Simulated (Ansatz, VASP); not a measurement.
**One calculation of NbAs, two programs**

```xyz
4
Lattice="-1.7367 1.7367 5.8746 1.7367 -1.7367 5.8746 1.7367 1.7367 -5.8746" Properties=species:S:1:pos:R:3 pbc="T T T"
Nb    0.0000    0.0000    8.7989
Nb    0.0000    1.7367   -0.0130
As    0.0000    0.0000    1.9633
As    0.0000    1.7367    4.9006
```

Alike in both runs: functional PBE; k mesh 18 × 18 × 18; occupations gaussian, width 0.1 eV; no spin polarisation.

Ansatz relaxed the structure, and its values are those at the end. VASP's run is a single point on that final structure, the one shown.

```csv
,VASP,Ansatz
version,VASP 6.6.1,Ansatz 0.2.0
potentials or method,"VASP PAW PBE potentials, release 64 (Nb_sv, As), cutoff 520 eV","scalar-relativistic, plane waves, PAW"
valence electrons in the cell,36,56
```

```tsv
	VASP	Ansatz	Ansatz less VASP
gap on the k mesh at the Fermi level (eV)	none	none	-
pressure (GPa)	0.0	0.0	0.00
```

A gap of «none» marks a metal or a gap that the smearing closes. VASP's potentials hold 36 valence electrons a cell and Ansatz's 56, so a difference there can come from the potentials and not from the codes.
